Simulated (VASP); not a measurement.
Here is a VASP 6.6.1 calculation.

INCAR

```
SYSTEM = Bi
PREC = Accurate ; ENCUT = 520
EDIFF = 1E-8 ; ISMEAR = -1
SIGMA = 0.08 ; LREAL = .FALSE.
LASPH = .TRUE. ; NELM = 80
ALGO = Normal ; ISIF = 2
LWAVE = .FALSE. ; LCHARG = .FALSE.
GGA = PS ; LEFG = .TRUE.
NBANDS = 22
```

The input KPOINTS:

```
Automatic mesh
0
G
  9 9 3
  0 0 0
```

Contents of POSCAR:

```
Bi
1.0
    4.5390002997      0.0000000000      0.0000000000
   -2.2695001499      3.9308895674      0.0000000000
    0.0000000000      0.0000000000     11.8290000000
Bi
2
Direct
    0.3333333333      0.6666666667      0.2500000000
    0.6666666667      0.3333333333      0.7500000000
```

Potentials or basis: VASP PAW PBE potentials, release 64 (Bi_d).

Command:

```sh
$ cat potpaw_PBE.64/Bi_d/POTCAR > POTCAR
$ mpirun -np 1 vasp_std > vasp.out
```

Q: Predict the pressure.

A: -3.5 GPa.

Q: Estimate the band gap on the k mesh.

A: Zero (band 15 reaches 0.27 eV, above the bottom of band 16 at -1.87 eV).

Electric field gradients, principal values (V/Å²):
| atom | least | middle | greatest (by size) |
| --- | --- | --- | --- |
| 1 Bi | 112.723 | 112.726 | -225.449 |
| 2 Bi | 112.723 | 112.726 | -225.449 |

Caveat: without QUAD_EFG the Cq values of the log hold for a quadrupole moment of 1 mb, not for the nuclei; the PAW data sets were made with another functional, which shifts forces and pressure a little; spin-orbit coupling is left out, which moves the levels of the heavy elements.
